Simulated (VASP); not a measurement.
# Ta (P6_3/mmc) in VASP: notebook

Runs on Ta. Level: LDA. Tasks: single point.

All numbers are computed with VASP 6.6.1; they aren't measurements. Logs are shortened: lines on timing, memory, paths and dates and some standing lists are left out, and cuts for length are marked.

## 1. The cell of the first run

Symmetry: P6_3/mmc, No. 194, hexagonal system. The conventional cell has a = 2.920 Å, b = 2.920 Å, c = 5.200 Å, α = 90.00°, β = 90.00°, γ = 120.00°. Ta (site symmetry -6m2) has 12 Ta at 2.92 to 3.10 Å within 3.8 Å.

This isn't the form of Ta at room conditions, which is bcc.

## 2. Single point, LDA

INCAR

```
SYSTEM = Ta
  ALGO = Normal
  EDIFF = 1E-6
  ENCUT = 500
  GGA_COMPAT = .FALSE.
  ISIF = 2
  ISMEAR = -1
  LASPH = .TRUE.
  LCHARG = .TRUE.
  LELF = .TRUE.
  LREAL = .FALSE.
  LVHAR = .TRUE.
  LWAVE = .FALSE.
  NBANDS = 20
  NELM = 120
  PREC = Accurate
  SIGMA = 0.05
```

KPOINTS

```
k-points
0
G
  11 11 5
  0 0 0
```

POSCAR

```
Ta
1.0
    2.9195803945      0.0000000000      0.0000000000
   -1.4597901972      2.5284307900      0.0000000000
    0.0000000000      0.0000000000      5.2004887322
Ta
2
Direct
    0.3333333333      0.6666666667      0.2500000000
    0.6666666667      0.3333333333      0.7500000000
```

Potentials or basis: VASP PAW LDA potentials, release 64 (Ta_sv_GW).

Started as:

```bash
$ cat potpaw_LDA.64/Ta_sv_GW/POTCAR > POTCAR
$ mpirun -np 1 vasp_std > vasp.out
```

OUTCAR:

```text
SYSTEM = Ta
   EDIFF = 1E-6
   ENCUT = 500
   ISIF = 2
   ISMEAR = -1
   LASPH = .TRUE.
   LREAL = .FALSE.
   NELM = 120
   PREC = Accurate

 ion  position               nearest neighbor table
   1  0.333  0.667  0.250-   2 3.10   2 3.10   2 3.10   2 3.10   2 3.10   2 3.10
   2  0.667  0.333  0.750-   1 3.10   1 3.10   1 3.10   1 3.10   1 3.10   1 3.10

  LATTYP: Found a hexagonal cell.
 ALAT       =     2.9195803945
 C/A-ratio  =     1.7812452577

  Lattice vectors:

 A1 = (   2.9195803945,   0.0000000000,   0.0000000000)
 A2 = (  -1.4597901972,   2.5284307900,   0.0000000000)
 A3 = (   0.0000000000,   0.0000000000,   5.2004887322)

Analysis of symmetry for initial positions (statically):
=====================================================================
 Subroutine PRICEL returns:
 Original cell was already a primitive cell.

 Routine SETGRP: Setting up the symmetry group for a
 hexagonal supercell.

 Subroutine GETGRP returns: Found 24 space group operations
 (whereof 12 operations were pure point group operations)
 out of a pool of 24 trial point group operations.

The static configuration has the point symmetry D_3d.
 The point group associated with its full space group is D_6h.

Analysis of symmetry for dynamics (positions and initial velocities):
=====================================================================
 Subroutine PRICEL returns:
 Original cell was already a primitive cell.

 Routine SETGRP: Setting up the symmetry group for a
 hexagonal supercell.

 Subroutine GETGRP returns: Found 24 space group operations
 (whereof 12 operations were pure point group operations)
 out of a pool of 24 trial point group operations.

The dynamic configuration has the point symmetry D_3d.
 The point group associated with its full space group is D_6h.

 Subroutine INISYM returns: Found 24 space group operations
 (whereof 12 operations are pure point group operations),
 and found     1 'primitive' translations

----------------------------------------------------------------------------------------

                                     Primitive cell

  volume of cell :      38.3898

  direct lattice vectors                    reciprocal lattice vectors
     2.919580395  0.000000000  0.000000000     0.342514973  0.197751112  0.000000000
    -1.459790197  2.528430790  0.000000000     0.000000000  0.395502224  0.000000000
     0.000000000  0.000000000  5.200488732     0.000000000  0.000000000  0.192289620

  length of vectors
     2.919580395  2.919580394  5.200488732     0.395502224  0.395502224  0.192289620

  position of ions in fractional coordinates (direct lattice)
     0.333333333  0.666666667  0.250000000
     0.666666667  0.333333333  0.750000000

  ion indices of the primitive-cell ions
   primitive index   ion index
                 1           1
                 2           2

----------------------------------------------------------------------------------------

 KPOINTS: k-points

Automatic generation of k-mesh.
 Grid dimensions read from file:
 generate k-points for:   11   11    5

 Generating k-lattice:

  Cartesian coordinates                     Fractional coordinates (reciprocal lattice)
     0.031137725  0.017977374  0.000000000     0.090909091  0.000000000  0.000000000
     0.000000000  0.035954748  0.000000000     0.000000000  0.090909091  0.000000000
     0.000000000  0.000000000  0.038457924     0.000000000  0.000000000  0.200000000

  Length of vectors
     0.035954748  0.035954748  0.038457924

  Shift w.r.t. Gamma in fractional coordinates (k-lattice)
     0.000000000  0.000000000  0.000000000

 Subroutine IBZKPT returns following result:
 ===========================================

 Found     48 irreducible k-points:

 Following reciprocal coordinates:
            Coordinates               Weight
  0.000000  0.000000  0.000000      1.000000
  0.090909  0.000000  0.000000      6.000000
  0.181818  0.000000  0.000000      6.000000
  0.272727  0.000000  0.000000      6.000000
  0.363636  0.000000  0.000000      6.000000
  0.454545 -0.000000  0.000000      6.000000
[... 16 lines left out ...]
  0.090909  0.090909  0.200000     12.000000
  0.181818  0.090909  0.200000     24.000000
 [... further k-points ...]
   k-points           NKPTS =     48   k-points in BZ     NKDIM =     48   number of bands    NBANDS=     20
   number of dos      NEDOS =    301   number of ions     NIONS =      2
   total plane-waves  NPLWV =  23040
   dimension x,y,z NGX =    24 NGY =   24 NGZ =   40
   dimension x,y,z NGXF=    48 NGYF=   48 NGZF=   80
   ions per type =               2
   NGX,Y,Z   is equivalent  to a cutoff of  13.67, 13.67, 12.79 a.u.
   NGXF,Y,Z  is equivalent  to a cutoff of  27.33, 27.33, 25.57 a.u.
 SYSTEM =  Ta
   PREC   = accura    normal or accurate (medium, high low for compatibility)
   ISTART =      0    job   : 0-new  1-cont  2-samecut
   ICHARG =      2    charge: 1-file 2-atom 10-const
   ISPIN  =      1    spin polarized calculation?
   LNONCOLLINEAR =      F non collinear calculations
   LSORBIT =      F    spin-orbit coupling
   LASPH  =      T    aspherical Exc in radial PAW
   ENCUT  =  500.0 eV  36.75 Ry    6.06 a.u.   5.32  5.32  9.48*2*pi/ulx,y,z
   NELM   =    120;   NELMIN=  2; NELMDL= -5     # of ELM steps
   EDIFF  = 0.1E-05   stopping-criterion for ELM
   LREAL  =      F    real-space projection
   EDIFFG = 0.1E-04   stopping-criterion for IOM
   NSW    =      0    number of steps for IOM
   IBRION =     -1    ionic relax: 0-MD 1-quasi-New 2-CG
   NFREE  =      0    steps in history (QN), initial steepest desc. (CG)
   ISIF   =      2    stress and relaxation
   ISYM   =      2    0-nonsym 1-usesym 2-fastsym
   POTIM  = 0.5000    time-step for ionic-motion
   TEBEG  =    0.0;   TEEND  =   0.0 temperature during run
   PSTRESS=    0.0 pullay stress
   NELECT =      26.0000    total number of electrons
   NUPDOWN=      -1.0000    fix difference up-down
   EMIN   =  10.00;   EMAX   =-10.00  energy-range for DOS
   EFERMI =   0.00;   METHOD = LEGACY
   ISMEAR =    -1;   SIGMA  =   0.05  broadening in eV -4-tet -1-fermi 0-gaus
   EFERMI_NEDOS =   21; number of points for ismear=-14 and -15
   IALGO  =     38    algorithm
   IMIX   =      4    mixing-type and parameters
     AMIX     =   0.40;   BMIX     =  1.00
     AMIX_MAG =   1.60;   BMIX_MAG =  1.00
  volume/ion in A,a.u.               =      19.19       129.53
  Fermi-wavevector in a.u.,A,eV,Ry     =   1.437675  2.716812 28.122010  2.066909
  Thomas-Fermi vector in A             =   2.556726
   LORBIT       =      0    0 simple, 1 ext, 2 COOP (PROOUT), +10 PAW based schemes
   GGA     = CA    functional components
   LHFCALC =     F    Hartree Fock is set to
   AEXX    =    0.0000 exact exchange contribution
   IVDW    =     0    specifies the selected vdW correction
   LEPSILON=     F    determine dielectric tensor
   LRPA    =     F    only Hartree local field effects (RPA)
 non-spin polarized calculation
  energy-cutoff  :      500.00
  volume of cell :       38.39
 maximum number of plane-waves:       991
 NGX is ok and might be reduce to    24
   NGX = 11   NGY = 11   NGZ = 19

 number of electron      26.0000002 magnetization

 Free energy of the ion-electron system (eV)
  ---------------------------------------------------
  ext. energy  EPLUGINS =         0.00000000
  ---------------------------------------------------
  free energy    TOTEN  =       -29.89681374 eV

  energy without entropy =      -29.87798294  energy(sigma->0) =      -29.88739834

 E-fermi :   9.8267     XC(G=0): -12.9051

 val. band max:        9.8209438772   @ k =   0.3636   0.0000   0.0000
 cond. band min:       9.8551903272   @ k =   0.2727   0.1818   0.2000
 fundamental gap:      0.0342464500
 Fermi energy:         9.8267425529

 k-point     1 :       0.0000    0.0000    0.0000
  band No.  band energies     occupation
      1     -57.5128      2.00000
      2     -57.4579      2.00000
      3     -24.6032      2.00000
      4     -23.8354      2.00000
      5     -23.7198      2.00000
      6     -23.7198      2.00000
[... 12 lines left out ...]
     19      14.7252      0.00000
     20      14.7252      0.00000

 k-point     2 :       0.0909    0.0000    0.0000
  band No.  band energies     occupation
      1     -57.5055      2.00000
      2     -57.4526      2.00000
      3     -24.5786      2.00000
      4     -23.8383      2.00000
      5     -23.7995      2.00000
      6     -23.7411      2.00000
[... 12 lines left out ...]
     19      14.8414      0.00000
     20      15.3690      0.00000

 k-point     3 :       0.1818    0.0000    0.0000
  band No.  band energies     occupation
      1     -57.4858      2.00000
      2     -57.4385      2.00000
      3     -24.5091      2.00000
      4     -24.0116      2.00000
      5     -23.9354      2.00000
      6     -23.8488      2.00000
[... 12 lines left out ...]
     19      15.0215      0.00000
     20      16.6711      0.00000

 k-point     4 :       0.2727    0.0000    0.0000
  band No.  band energies     occupation
      1     -57.4593      2.00000
      2     -57.4208      2.00000
      3     -24.4089      2.00000
      4     -24.2850      2.00000
      5     -24.2006      2.00000
      6     -23.8718      2.00000
[... 12 lines left out ...]
     19      15.1120      0.00000
     20      17.4784      0.00000

 k-point     5 :       0.3636    0.0000    0.0000
  band No.  band energies     occupation
      1     -57.4337      2.00000
      2     -57.4056      2.00000
      3     -24.5297      2.00000
      4     -24.4333      2.00000
      5     -24.2995      2.00000
      6     -23.9338      2.00000
[... 12 lines left out ...]
     19      15.1205      0.00000
     20      17.2687      0.00000

 k-point     6 :       0.4545   -0.0000    0.0000
  band No.  band energies     occupation
      1     -57.4172      2.00000
      2     -57.3978      2.00000
      3     -24.6725      2.00000
      4     -24.5681      2.00000
      5     -24.2159      2.00000
      6     -23.9712      2.00000
[... 12 lines left out ...]
     19      16.0502      0.00000
     20      17.3890      0.00000

 k-point     7 :       0.0909    0.0909    0.0000
  band No.  band energies     occupation
      1     -57.4920      2.00000
      2     -57.4429      2.00000
      3     -24.5313      2.00000
      4     -23.9321      2.00000
      5     -23.8837      2.00000
      6     -23.8450      2.00000
[... 12 lines left out ...]
     19      14.8652      0.00000
     20      16.3774      0.00000
[... 277 lines left out ...]
 k-point    20 :       0.2727    0.0000    0.2000
  band No.  band energies     occupation
      1     -57.4556      2.00000
      2     -57.4245      2.00000
      3     -24.4105      2.00000
      4     -24.2529      2.00000
      5     -24.2042      2.00000
      6     -23.8991      2.00000
[... 12 lines left out ...]
     19      14.8555      0.00000
     20      16.2303      0.00000

 k-point    21 :       0.3636    0.0000    0.2000
  band No.  band energies     occupation
      1     -57.4310      2.00000
      2     -57.4083      2.00000
      3     -24.5525      2.00000
      4     -24.4657      2.00000
      5     -24.2259      2.00000
      6     -23.9260      2.00000
[... 12 lines left out ...]
     19      15.1783      0.00000
     20      16.4551      0.00000

 k-point    22 :       0.4545   -0.0000    0.2000
  band No.  band energies     occupation
      1     -57.4153      2.00000
      2     -57.3996      2.00000
      3     -24.6850      2.00000
      4     -24.5971      2.00000
      5     -24.1657      2.00000
      6     -23.9581      2.00000
[... 12 lines left out ...]
     19      16.0833      0.00000
     20      16.4883      0.00000

 k-point    23 :       0.0909    0.0909    0.2000
  band No.  band energies     occupation
      1     -57.4874      2.00000
      2     -57.4476      2.00000
      3     -24.4743      2.00000
      4     -23.9574      2.00000
      5     -23.9205      2.00000
      6     -23.8445      2.00000
[... 12 lines left out ...]
     19      14.6970      0.00000
     20      15.6055      0.00000

 k-point    24 :       0.1818    0.0909    0.2000
  band No.  band energies     occupation
      1     -57.4649      2.00000
      2     -57.4311      2.00000
      3     -24.4150      2.00000
      4     -24.1518      2.00000
      5     -24.1183      2.00000
      6     -23.8995      2.00000
[... 12 lines left out ...]
     19      14.6361      0.00000
     20      16.2601      0.00000

 [... further k-points ...]

------------------------ aborting loop because EDIFF is reached ----------------------------------------

  FORCE on cell =-STRESS in cart. coord.  units (eV):
  Direction    XX          YY          ZZ          XY          YZ          ZX
  --------------------------------------------------------------------------------------
  -------------------------------------------------------------------------------------
  Total       -4.0130886     -4.0130886     -3.1725707     -0.0000000      0.0000000     -0.0000000
  in kB     -167.4841287   -167.4841287   -132.4055582     -0.0000000      0.0000000     -0.0000000
  external PRESSURE =    -155.7912718 kB  Pullay stress =       0.0000000 kB

 VOLUME and BASIS-vectors are now :
 -----------------------------------------------------------------------------
  energy-cutoff  :      500.00
  volume of cell :       38.39
      direct lattice vectors                 reciprocal lattice vectors
     2.919580395  0.000000000  0.000000000     0.342514973  0.197751112  0.000000000
    -1.459790197  2.528430790  0.000000000     0.000000000  0.395502224  0.000000000
     0.000000000  0.000000000  5.200488732     0.000000000  0.000000000  0.192289620

 POSITION                                       TOTAL-FORCE (eV/Angst)
 -----------------------------------------------------------------------------------
     -0.00000      1.68562      1.30012         0.000000     -0.000000      0.000000
      1.45979      0.84281      3.90037        -0.000000      0.000000      0.000000
 -----------------------------------------------------------------------------------
    total drift:                                0.000000     -0.000000      0.000000

  FREE ENERGIE OF THE ION-ELECTRON SYSTEM (eV)
  ---------------------------------------------------
  free  energy   TOTEN  =       -29.8968137378 eV

  energy  without entropy=      -29.8779829352  energy(sigma->0) =      -29.88739834
```

Run time: 30 s. Hardware: 1 thread of AMD EPYC 7R13 (Zen 3), shared host; peak memory 0.13 GiB.

What came out:

```
Free energy            : -29.8968 eV
Pressure               : -15.6 GPa
Band gap on the k mesh : zero (bands 13 and 14 overlap by 1.47 eV)
```

Stress tensor (GPa, compression positive):
```
-16.75   0.00   0.00
  0.00 -16.75   0.00
  0.00   0.00 -13.24
```

Caveat: the cell stands under tension; spin-orbit coupling is left out, which moves the levels of the heavy elements.

## 3. Single point, LDA

This run uses another cell than the first one, of 18.82 Å³/atom.

INCAR

```
SYSTEM = Ta
PREC = Accurate
ENCUT = 500
EDIFF = 1E-6
ISMEAR = -1
SIGMA = 0.05
LREAL = .False.
LASPH = .True.
NELM = 120
ALGO = Normal
ISIF = 2
LWAVE = .False.
LCHARG = .True.
LELF = .True.
LVHAR = .True.
NBANDS = 20
GGA_COMPAT = .False.
```

KPOINTS

```
regular mesh
0
Gamma
  11 11 5
  0 0 0
```

POSCAR

```
Ta
1.0
    2.9003720726      0.0000000000      0.0000000000
   -1.4501860363      2.5117958953      0.0000000000
    0.0000000000      0.0000000000      5.1662740000
Ta
2
Direct
    0.3333333333      0.6666666667      0.2500000000
    0.6666666667      0.3333333333      0.7500000000
```

Potentials or basis: VASP PAW LDA potentials, release 64 (Ta_sv_GW).

Started as:

```bash
$ cat potpaw_LDA.64/Ta_sv_GW/POTCAR > POTCAR
$ mpirun -np 1 vasp_std > vasp.out
```

It took 47 s on 1 thread of AMD EPYC 7R43 (Zen 3), shared host; peak memory 0.12 GiB.

The run converged. Its results:

```
Free energy            : -29.9587 eV
Pressure               : -12.4 GPa
Band gap on the k mesh : zero (bands 13 and 14 overlap by 1.53 eV)
```

Stress tensor (GPa, compression positive):
```
-13.50   0.00   0.00
  0.00 -13.50   0.00
  0.00   0.00 -10.35
```

Levels at points of the mesh, in eV from the Fermi level:
```
           k point  band 11  band 12  band 13  band 14  band 15  band 16
(0.00, 0.00, 0.00)    -0.61     0.02     0.53     0.53     1.09     1.09
```

Caveat: the cell stands under tension; spin-orbit coupling is left out, which moves the levels of the heavy elements.

The gap in the log of VASP goes by the Fermi energy; the results here count the filled bands.